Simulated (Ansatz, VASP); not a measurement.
# Two plane-wave programs on Ta2H3

INCAR

```
ALGO = Normal ; EDIFF = 1E-6
EDIFFG = -0.04 ; ENCUT = 600
GGA = PE ; IBRION = 2
ISIF = 3 ; ISMEAR = 0
LASPH = True ; LCHARG = False
LREAL = False ; LWAVE = False
NELM = 80 ; NSW = 90
PREC = Accurate ; SIGMA = 0.1
```

The input KPOINTS:

```
k-points
0
Gamma
  4 4 4
```

Contents of POSCAR:

```
Ta2H3
1.0
    3.9850015200      0.0000000000      0.0000000000
    0.0000000000      3.9850015200      0.0000000000
    0.0000000000      0.0000000000      3.9850015200
Ta H
2 3
Direct
    0.5000000000      0.5000000000      0.5000000000
    0.0000000000      0.0000000000      0.0000000000
    0.5000000000      0.0000000000      0.0000000000
    0.0000000000      0.5000000000      0.0000000000
    0.0000000000      0.0000000000      0.5000000000
```

Input for Ansatz:

```yaml
crystal:
  lattice:
    - [3.98500152, 0.0, 0.0]
    - [0.0, 3.98500152, 0.0]
    - [0.0, 0.0, 3.98500152]
  atoms:
    - { symbol: Ta, position: [0.5, 0.5, 0.5] }
    - { symbol: Ta, position: [0.0, 0.0, 0.0] }
    - { symbol: H, position: [0.5, 0.0, 0.0] }
    - { symbol: H, position: [0.0, 0.5, 0.0] }
    - { symbol: H, position: [0.0, 0.0, 0.5] }
basis:
  ecutwfc: 420
kpoints:
  mp_grid: { grid: [4, 4, 4] }
hamiltonian:
  xc: pbe
scf:
  occupations: { method: gaussian, width: 0.1 }
  lower_state_search: "off"
output:
  forces: true
  stress: true
  eigenvalues: true
relax:
  adjacent_minimum: "off"
  f_tol: 0.04
  max_steps: 70
  cell: { stress_tol: 0.4 }
```

Alike in both runs: task relaxation of cell and atoms; functional PBE; k mesh 4 × 4 × 4; occupations gaussian, width 0.1 eV; no spin polarisation.

```csv
,VASP,Ansatz
version,VASP 6.6.1,Ansatz 0.2.0
potentials or method,"VASP PAW PBE potentials, release 64 (Ta_pv, H), cutoff 600 eV","scalar-relativistic, plane waves, PAW"
valence electrons in the cell,25,29
```

```tsv
	VASP	Ansatz	Ansatz less VASP
gap on the k mesh at the Fermi level, each at its own relaxed structure (eV)	none	none	-
relaxed volume (Å³/atom)	9.12	9.11	-0.004
relaxed cell length with the largest relative difference (Å)	3.572	3.572	-0.0005
```

A gap of «none» marks a metal or a gap that the smearing closes. VASP's potentials hold 25 valence electrons a cell and Ansatz's 29, so a difference there can come from the potentials and not from the codes.

The k mesh is coarse, so the values compare programs but aren't converged. Neither program's run includes spin-orbit coupling. Noted on VASP's run: the volume moved by over 15 % at a fixed basis, so the end points are rough.
